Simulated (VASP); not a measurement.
A run of VASP 6.6.1:

The input INCAR:

```
SYSTEM = B
  PREC = Accurate
  ENCUT = 520
  EDIFF = 1E-6
  ISMEAR = 0
  SIGMA = 0.1
  LREAL = .FALSE.
  LASPH = .TRUE.
  NELM = 100
  ALGO = Normal
  ISIF = 2
  LWAVE = .FALSE.
  LCHARG = .FALSE.
  GGA = PE
  IVDW = 12
  NBANDS = 10
```

KPOINTS

```
Automatic mesh
0
G
  12 12 6
  0 0 0
```

The input POSCAR:

```
B
1.0
    1.7081309972      0.0000000000      0.0000000000
   -0.8540654986      1.4792848366      0.0000000000
    0.0000000000      0.0000000000      6.9270175441
B
2
Direct
    0.6666666667      0.3333333333      0.7500000000
    0.3333333333      0.6666666667      0.2500000000
```

Potentials or basis: VASP PAW PBE potentials, release 64 (B).

Launch:

```console
$ cat potpaw_PBE.64/B/POTCAR > POTCAR
$ mpirun -np 1 vasp_std > vasp.out
```

Hardware: 1 thread of AMD EPYC 9R14 (Zen 4), with other jobs on the host.

How long does it take, and how much memory?

It took 9.9 s on 1 thread of AMD EPYC 9R14 (Zen 4), on a shared host, peak memory 0.11 GiB. Counts: scf iterations 13, k points 76.
